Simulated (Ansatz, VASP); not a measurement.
# One calculation of MgCd2Te3, two programs

The input INCAR:

```
ALGO = Normal ; EDIFF = 1E-6
EDIFFG = -0.01 ; ENCUT = 600
GGA = PE ; IBRION = 2
ISIF = 3 ; ISMEAR = 0
LASPH = True ; LCHARG = False
LREAL = False ; LWAVE = False
NELM = 100 ; NSW = 100
PREC = Accurate ; SIGMA = 0.02
```

The input KPOINTS:

```
k-points
0
Gamma
  6 6 4
```

File POSCAR:

```
MgCd2Te3
1.0
    4.6496469481      0.0000000000      0.0000000000
   -2.3248234741      4.0267123757      0.0000000000
    0.0000000000      0.0000000000     11.3625866467
Mg Cd Te
1 2 3
Direct
    0.6666666667      0.3333333333      0.3352314250
    0.0000000000      0.0000000000      0.0011938721
    0.3333333333      0.6666666667      0.6642195613
    0.0000000000      0.0000000000      0.7499527440
    0.3333333333      0.6666666667      0.4121035616
    0.6666666667      0.3333333333      0.0872988359
```

Input for Ansatz:

```yaml
crystal:
  lattice:
    - [4.6496469481, 0.0, 0.0]
    - [-2.3248234741, 4.0267123757, 0.0]
    - [0.0, 0.0, 11.3625866467]
  atoms:
    - { symbol: Mg, position: [0.6666666667, 0.3333333333, 0.335231425] }
    - { symbol: Cd, position: [0.0, 0.0, 0.0011938721] }
    - { symbol: Cd, position: [0.3333333333, 0.6666666667, 0.6642195613] }
    - { symbol: Te, position: [0.0, 0.0, 0.749952744] }
    - { symbol: Te, position: [0.3333333333, 0.6666666667, 0.4121035616] }
    - { symbol: Te, position: [0.6666666667, 0.3333333333, 0.0872988359] }
basis:
  ecutwfc: 420
kpoints:
  mp_grid: { grid: [6, 6, 4] }
hamiltonian:
  xc: pbe
scf:
  occupations: { method: gaussian, width: 0.02 }
output:
  forces: true
  stress: true
  eigenvalues: true
relax:
  adjacent_minimum: "off"
  f_tol: 0.01
  max_steps: 80
  cell: { stress_tol: 0.05 }
```

Alike in both runs: task relaxation of cell and atoms; functional PBE; k mesh 6 × 6 × 4; occupations gaussian, width 0.02 eV; no spin polarisation.

```csv
,VASP,Ansatz
version,VASP 6.6.1,Ansatz 0.2.0
potentials or method,"VASP PAW PBE potentials, release 64 (Mg, Cd, Te), cutoff 600 eV","scalar-relativistic, plane waves, PAW"
valence electrons in the cell,44,98
```

|  | VASP | Ansatz | Ansatz less VASP |
| --- | --- | --- | --- |
| gap on the k mesh at the Fermi level, each at its own relaxed structure (eV) | 0.98 | 0.99 | +0.011 |
| relaxed volume (Å³/atom) | 35.72 | 35.65 | -0.070 |
| relaxed length of the cell vector where the two differ most in proportion (Å) | 11.389 | 11.379 | -0.0100 |

VASP's potentials hold 44 valence electrons a cell and Ansatz's 98, so a difference there can come from the potentials and not from the codes.

Neither program's run includes spin-orbit coupling.
